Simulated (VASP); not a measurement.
# SnTe (P4/mmm) in VASP: notebook

The runs below take SnTe through single point, with LDA.

Everything below comes from runs of VASP 6.6.1. Logs are shortened: lines on timing, memory, paths and dates and some standing lists are left out, and cuts for length are marked.

### 1 The cell of the first run

It takes space group P4/mmm (No. 123, tetragonal). Conventional cell: a = 3.905 Å, b = 3.905 Å, c = 3.758 Å, α = 90.00°, β = 90.00°, γ = 90.00°. Within 4.4 Å of Sn (site symmetry 4/mmm) lie 8 Te at 3.34 Å and 6 Sn at 3.76 to 3.90 Å. Within 4.4 Å of Te (site symmetry 4/mmm) lie 8 Sn at 3.34 Å and 6 Te at 3.76 to 3.90 Å.

### 2 Single point, LDA (strain -0.0375 x Voigt [1, 0, 0, 0, 0, 0])

Input file INCAR:

```
PREC = Accurate ; ENCUT = 520
EDIFF = 1E-7 ; ISMEAR = 0
SIGMA = 0.15 ; LREAL = F
LASPH = T ; NELM = 80
ALGO = Normal ; ISIF = 2
LWAVE = F ; LCHARG = F
GGA = CA ; NBANDS = 17
```

Input file KPOINTS:

```
regular mesh
0
Gamma
  12 12 12
```

Input file POSCAR:

```
SnTe
1.0
    3.7582737500      0.0000000000      0.0000000000
    0.0000000000      3.9047000000      0.0000000000
    0.0000000000      0.0000000000      3.9047000000
Sn Te
1 1
Direct
    0.0000000000      0.0000000000      0.0000000000
    0.5000000000      0.5000000000      0.5000000000
```

Potentials or basis: VASP PAW LDA potentials, release 64 (Sn_d, Te).

Launch:

```sh
> cat potpaw_LDA.64/Sn_d/POTCAR potpaw_LDA.64/Te/POTCAR > POTCAR
> mpirun -np 1 vasp_std > vasp.out
```

OUTCAR:

```text
PREC = Accurate
   ENCUT = 520
   EDIFF = 1E-7
   ISMEAR = 0
   LREAL = F
   LASPH = T
   NELM = 80
   ISIF = 2
   GGA = CA

 ion  position               nearest neighbor table
   1  0.000  0.000  0.000-   2 3.34   2 3.34   2 3.34   2 3.34   2 3.34   2 3.34   2 3.34   2 3.34

   2  0.500  0.500  0.500-   1 3.34   1 3.34   1 3.34   1 3.34   1 3.34   1 3.34   1 3.34   1 3.34

  LATTYP: Found a simple tetragonal cell.
 ALAT       =     3.9047000000
 C/A-ratio  =     0.9625000000

  Lattice vectors:

 A1 = (   0.0000000000,   3.9047000000,   0.0000000000)
 A2 = (   0.0000000000,   0.0000000000,   3.9047000000)
 A3 = (   3.7582737500,   0.0000000000,   0.0000000000)

Analysis of symmetry for initial positions (statically):
=====================================================================
 Subroutine PRICEL returns:
 Original cell was already a primitive cell.

 Routine SETGRP: Setting up the symmetry group for a
 simple tetragonal supercell.

 Subroutine GETGRP returns: Found 16 space group operations
 (whereof 16 operations were pure point group operations)
 out of a pool of 16 trial point group operations.

The static configuration has the point symmetry D_4h.

Analysis of symmetry for dynamics (positions and initial velocities):
=====================================================================
 Subroutine PRICEL returns:
 Original cell was already a primitive cell.

 Routine SETGRP: Setting up the symmetry group for a
 simple tetragonal supercell.

 Subroutine GETGRP returns: Found 16 space group operations
 (whereof 16 operations were pure point group operations)
 out of a pool of 16 trial point group operations.

The dynamic configuration has the point symmetry D_4h.

 Subroutine INISYM returns: Found 16 space group operations
 (whereof 16 operations are pure point group operations),
 and found     1 'primitive' translations

----------------------------------------------------------------------------------------

                                     Primitive cell

  volume of cell :      57.3012

  direct lattice vectors                    reciprocal lattice vectors
     3.758273750  0.000000000  0.000000000     0.266079606  0.000000000  0.000000000
     0.000000000  3.904700000  0.000000000     0.000000000  0.256101621  0.000000000
     0.000000000  0.000000000  3.904700000     0.000000000  0.000000000  0.256101621

  length of vectors
     3.758273750  3.904700000  3.904700000     0.266079606  0.256101621  0.256101621

  position of ions in fractional coordinates (direct lattice)
     0.000000000  0.000000000  0.000000000
     0.500000000  0.500000000  0.500000000

  ion indices of the primitive-cell ions
   primitive index   ion index
                 1           1
                 2           2

----------------------------------------------------------------------------------------

 KPOINTS: regular mesh

Automatic generation of k-mesh.
 Grid dimensions read from file:
 generate k-points for:   12   12   12

 Generating k-lattice:

  Cartesian coordinates                     Fractional coordinates (reciprocal lattice)
     0.022173301  0.000000000  0.000000000     0.083333333  0.000000000  0.000000000
     0.000000000  0.021341802  0.000000000     0.000000000  0.083333333  0.000000000
     0.000000000  0.000000000  0.021341802     0.000000000  0.000000000  0.083333333

  Length of vectors
     0.022173301  0.021341802  0.021341802

  Shift w.r.t. Gamma in fractional coordinates (k-lattice)
     0.000000000  0.000000000  0.000000000

 Subroutine IBZKPT returns following result:
 ===========================================

 Found    196 irreducible k-points:

 Following reciprocal coordinates:
            Coordinates               Weight
  0.000000  0.000000  0.000000      1.000000
  0.083333  0.000000  0.000000      2.000000
  0.166667  0.000000  0.000000      2.000000
  0.250000  0.000000  0.000000      2.000000
  0.333333  0.000000  0.000000      2.000000
  0.416667  0.000000  0.000000      2.000000
[... 16 lines left out ...]
  0.083333  0.250000  0.000000      8.000000
  0.166667  0.250000  0.000000      8.000000
 [... further k-points ...]
   k-points           NKPTS =    196   k-points in BZ     NKDIM =    196   number of bands    NBANDS=     17
   number of dos      NEDOS =    301   number of ions     NIONS =      2
   total plane-waves  NPLWV =  25200
   dimension x,y,z NGX =    28 NGY =   30 NGZ =   30
   dimension x,y,z NGXF=    56 NGYF=   60 NGZF=   60
   ions per type =               1   1
   NGX,Y,Z   is equivalent  to a cutoff of  12.39, 12.77, 12.77 a.u.
   NGXF,Y,Z  is equivalent  to a cutoff of  24.77, 25.55, 25.55 a.u.
 SYSTEM =  unknown system
   PREC   = accura    normal or accurate (medium, high low for compatibility)
   ISTART =      0    job   : 0-new  1-cont  2-samecut
   ICHARG =      2    charge: 1-file 2-atom 10-const
   ISPIN  =      1    spin polarized calculation?
   LNONCOLLINEAR =      F non collinear calculations
   LSORBIT =      F    spin-orbit coupling
   LASPH  =      T    aspherical Exc in radial PAW
   ENCUT  =  520.0 eV  38.22 Ry    6.18 a.u.   6.99  7.26  7.26*2*pi/ulx,y,z
   NELM   =     80;   NELMIN=  2; NELMDL= -5     # of ELM steps
   EDIFF  = 0.1E-06   stopping-criterion for ELM
   LREAL  =      F    real-space projection
   EDIFFG = 0.1E-05   stopping-criterion for IOM
   NSW    =      0    number of steps for IOM
   IBRION =     -1    ionic relax: 0-MD 1-quasi-New 2-CG
   NFREE  =      0    steps in history (QN), initial steepest desc. (CG)
   ISIF   =      2    stress and relaxation
   ISYM   =      2    0-nonsym 1-usesym 2-fastsym
   POTIM  = 0.5000    time-step for ionic-motion
   TEBEG  =    0.0;   TEEND  =   0.0 temperature during run
   PSTRESS=    0.0 pullay stress
   NELECT =      20.0000    total number of electrons
   NUPDOWN=      -1.0000    fix difference up-down
   EMIN   =  10.00;   EMAX   =-10.00  energy-range for DOS
   EFERMI =   0.00;   METHOD = LEGACY
   ISMEAR =     0;   SIGMA  =   0.15  broadening in eV -4-tet -1-fermi 0-gaus
   EFERMI_NEDOS =   21; number of points for ismear=-14 and -15
   IALGO  =     38    algorithm
   IMIX   =      4    mixing-type and parameters
     AMIX     =   0.40;   BMIX     =  1.00
     AMIX_MAG =   1.60;   BMIX_MAG =  1.00
  volume/ion in A,a.u.               =      28.65       193.34
  Fermi-wavevector in a.u.,A,eV,Ry     =   1.152649  2.178190 18.076683  1.328599
  Thomas-Fermi vector in A             =   2.289298
   LORBIT       =      0    0 simple, 1 ext, 2 COOP (PROOUT), +10 PAW based schemes
   GGA     = CA    functional components
   LHFCALC =     F    Hartree Fock is set to
   AEXX    =    0.0000 exact exchange contribution
   IVDW    =     0    specifies the selected vdW correction
   LEPSILON=     F    determine dielectric tensor
   LRPA    =     F    only Hartree local field effects (RPA)
 non-spin polarized calculation
 Gauss-broadening in eV      SIGMA  =   0.15
  energy-cutoff  :      520.00
  volume of cell :       57.30
 maximum number of plane-waves:      1570
 NGX is ok and might be reduce to    28
   NGX = 13   NGY = 15   NGZ = 15

 number of electron      19.9999997 magnetization

 Free energy of the ion-electron system (eV)
  ---------------------------------------------------
  ext. energy  EPLUGINS =         0.00000000
  ---------------------------------------------------
  free energy    TOTEN  =        -8.39128699 eV

  energy without entropy =       -8.37676698  energy(sigma->0) =       -8.38402699

 E-fermi :   7.3178     XC(G=0): -10.2589

 val. band max:        7.3177660803   @ k =   0.0000   0.4167   0.1667
 cond. band min:       7.3182146145   @ k =   0.4167   0.4167   0.3333
 fundamental gap:      0.0004485342
 Fermi energy:         7.3177717223

 k-point     1 :       0.0000    0.0000    0.0000
  band No.  band energies     occupation
      1     -14.1906      2.00000
      2     -14.1826      2.00000
      3     -14.1470      2.00000
      4     -14.1428      2.00000
      5     -14.1428      2.00000
      6      -5.2801      2.00000
[... 9 lines left out ...]
     16      17.9146      0.00000
     17      18.5491      0.00000

 k-point     2 :       0.0833    0.0000    0.0000
  band No.  band energies     occupation
      1     -14.1872      2.00000
      2     -14.1825      2.00000
      3     -14.1469      2.00000
      4     -14.1439      2.00000
      5     -14.1439      2.00000
      6      -5.2187      2.00000
[... 9 lines left out ...]
     16      17.9693      0.00000
     17      17.9978      0.00000

 k-point     3 :       0.1667    0.0000    0.0000
  band No.  band energies     occupation
      1     -14.1821      2.00000
      2     -14.1782      2.00000
      3     -14.1470      2.00000
      4     -14.1470      2.00000
      5     -14.1467      2.00000
      6      -5.0384      2.00000
[... 9 lines left out ...]
     16      17.3245      0.00000
     17      17.6247      0.00000

 k-point     4 :       0.2500    0.0000    0.0000
  band No.  band energies     occupation
      1     -14.1816      2.00000
      2     -14.1658      2.00000
      3     -14.1512      2.00000
      4     -14.1512      2.00000
      5     -14.1464      2.00000
      6      -4.7529      2.00000
[... 9 lines left out ...]
     16      16.0887      0.00000
     17      17.6603      0.00000
[... 343 lines left out ...]
      1     -14.1884      2.00000
      2     -14.1672      2.00000
      3     -14.1528      2.00000
      4     -14.1483      2.00000
      5     -14.1424      2.00000
      6      -4.8072      2.00000
[... 9 lines left out ...]
     16      15.9272      0.00000
     17      18.0428      0.00000

 k-point    23 :       0.0833    0.2500    0.0000
  band No.  band energies     occupation
      1     -14.1856      2.00000
      2     -14.1666      2.00000
      3     -14.1527      2.00000
      4     -14.1496      2.00000
      5     -14.1435      2.00000
      6      -4.7483      2.00000
[... 9 lines left out ...]
     16      16.1081      0.00000
     17      17.1598      0.00000

 k-point    24 :       0.1667    0.2500    0.0000
  band No.  band energies     occupation
      1     -14.1787      2.00000
      2     -14.1640      2.00000
      3     -14.1533      2.00000
      4     -14.1523      2.00000
      5     -14.1464      2.00000
      6      -4.5763      2.00000
[... 9 lines left out ...]
     16      15.7983      0.00000
     17      16.1886      0.00000

 [... further k-points ...]

------------------------ aborting loop because EDIFF is reached ----------------------------------------

  FORCE on cell =-STRESS in cart. coord.  units (eV):
  Direction    XX          YY          ZZ          XY          YZ          ZX
  --------------------------------------------------------------------------------------
  -------------------------------------------------------------------------------------
  Total       -0.7346299     -1.0632063     -1.0632063      0.0000000      0.0000000     -0.0000000
  in kB      -20.5407094    -29.7279084    -29.7279084      0.0000000      0.0000000     -0.0000000
  external PRESSURE =     -26.6655088 kB  Pullay stress =       0.0000000 kB

 VOLUME and BASIS-vectors are now :
 -----------------------------------------------------------------------------
  energy-cutoff  :      520.00
  volume of cell :       57.30
      direct lattice vectors                 reciprocal lattice vectors
     3.758273750  0.000000000  0.000000000     0.266079606  0.000000000  0.000000000
     0.000000000  3.904700000  0.000000000     0.000000000  0.256101621  0.000000000
     0.000000000  0.000000000  3.904700000     0.000000000  0.000000000  0.256101621

 POSITION                                       TOTAL-FORCE (eV/Angst)
 -----------------------------------------------------------------------------------
      0.00000      0.00000      0.00000         0.000000      0.000000      0.000000
      1.87914      1.95235      1.95235         0.000000      0.000000      0.000000
 -----------------------------------------------------------------------------------
    total drift:                               -0.000000      0.000000     -0.000000

  FREE ENERGIE OF THE ION-ELECTRON SYSTEM (eV)
  ---------------------------------------------------
  free  energy   TOTEN  =        -8.3912869931 eV

  energy  without entropy=       -8.3767669805  energy(sigma->0) =       -8.38402699
```

Wall time 68 s (1 thread of AMD EPYC 9R45 (Zen 5), shared host); peak memory 0.27 GiB.

Results:

* Free energy: -8.3913 eV
* Pressure: -2.7 GPa
* Band gap on the k mesh: zero (bands 10 and 11 overlap by 2.11 eV)

Stress tensor (GPa, compression positive):
```
-2.05  0.00  0.00
 0.00 -2.97  0.00
 0.00  0.00 -2.97
```

Caveat: the cell differs from its parent crystal (strain -0.0375 x Voigt [1, 0, 0, 0, 0, 0]); spin-orbit coupling is left out, which moves the levels of the heavy elements.

### 3 Single point, LDA (strain +0.0375 x Voigt [1, 0, 0, 0, 0, 0])

Input file INCAR:

```
PREC = Accurate
ENCUT = 520
EDIFF = 1E-6
ISMEAR = 0
SIGMA = 0.15
LREAL = False
LASPH = True
NELM = 60
ALGO = Normal
ISIF = 2
LWAVE = False
LCHARG = False
GGA = CA
NBANDS = 17
```

KPOINTS is that of step 2.

POSCAR: that of step 2 with these lines changed.

```diff
@@ -2,3 +2,3 @@
 1.0
-    3.7582737500      0.0000000000      0.0000000000
+    4.0511262500      0.0000000000      0.0000000000
     0.0000000000      3.9047000000      0.0000000000
```

Potentials or basis: VASP PAW LDA potentials, release 64 (Sn_d, Te).

Launch:

```sh
> cat potpaw_LDA.64/Sn_d/POTCAR potpaw_LDA.64/Te/POTCAR > POTCAR
> mpirun -np 1 vasp_std > vasp.out
```

OUTCAR:

```text
PREC = Accurate
   ENCUT = 520
   EDIFF = 1E-6
   ISMEAR = 0
   LREAL = False
   LASPH = True
   NELM = 60
   ISIF = 2
   GGA = CA

 ion  position               nearest neighbor table
   1  0.000  0.000  0.000-   2 3.42   2 3.42   2 3.42   2 3.42   2 3.42   2 3.42   2 3.42   2 3.42

   2  0.500  0.500  0.500-   1 3.42   1 3.42   1 3.42   1 3.42   1 3.42   1 3.42   1 3.42   1 3.42

  LATTYP: Found a simple tetragonal cell.
 ALAT       =     3.9047000000
 C/A-ratio  =     1.0375000000

[... 669 lines left out ...]
------------------------ aborting loop because EDIFF is reached ----------------------------------------

  FORCE on cell =-STRESS in cart. coord.  units (eV):
  Direction    XX          YY          ZZ          XY          YZ          ZX
  --------------------------------------------------------------------------------------
  -------------------------------------------------------------------------------------
  Total       -2.3153612     -1.8817132     -1.8817132      0.0000000      0.0000000      0.0000000
  in kB      -60.0590170    -48.8104580    -48.8104580      0.0000000      0.0000000      0.0000000
  external PRESSURE =     -52.5599777 kB  Pullay stress =       0.0000000 kB

 VOLUME and BASIS-vectors are now :
 -----------------------------------------------------------------------------
  energy-cutoff  :      520.00
  volume of cell :       61.77
      direct lattice vectors                 reciprocal lattice vectors
     4.051126250  0.000000000  0.000000000     0.246844936  0.000000000  0.000000000
     0.000000000  3.904700000  0.000000000     0.000000000  0.256101621  0.000000000
     0.000000000  0.000000000  3.904700000     0.000000000  0.000000000  0.256101621

 POSITION                                       TOTAL-FORCE (eV/Angst)
 -----------------------------------------------------------------------------------
      0.00000      0.00000      0.00000         0.000000      0.000000      0.000000
      2.02556      1.95235      1.95235         0.000000      0.000000      0.000000
 -----------------------------------------------------------------------------------
    total drift:                               -0.000000     -0.000000     -0.000000

  FREE ENERGIE OF THE ION-ELECTRON SYSTEM (eV)
  ---------------------------------------------------
  free  energy   TOTEN  =        -8.2782520008 eV

  energy  without entropy=       -8.2635226918  energy(sigma->0) =       -8.27088735
```

stdout:

```text
POSCAR found type information on POSCAR SnTe
 POSCAR found :  2 types and       2 ions
 scaLAPACK will be used
 LDA part: xc-table for (Slater(with rela. corr.)+CA(PZ))
 , standard interpolation
 POSCAR, INCAR and KPOINTS ok, starting setup
 FFT: planning ... GRIDC
 FFT: planning ... GRID_SOFT
 FFT: planning ... GRID
 WAVECAR not read
 entering main loop
```

Wall time 68 s (1 thread of AMD EPYC 9R45 (Zen 5), shared host); peak memory 0.28 GiB.

What came out:

```yaml
Free_energy: -8.2783 eV
Pressure: -5.3 GPa
Band_gap_on_the_k_mesh: zero (bands 10 and 11 overlap by 1.65 eV)
```

Caveat: the cell differs from its parent crystal (strain +0.0375 x Voigt [1, 0, 0, 0, 0, 0]); the cell stands under tension; spin-orbit coupling is left out, which moves the levels of the heavy elements.
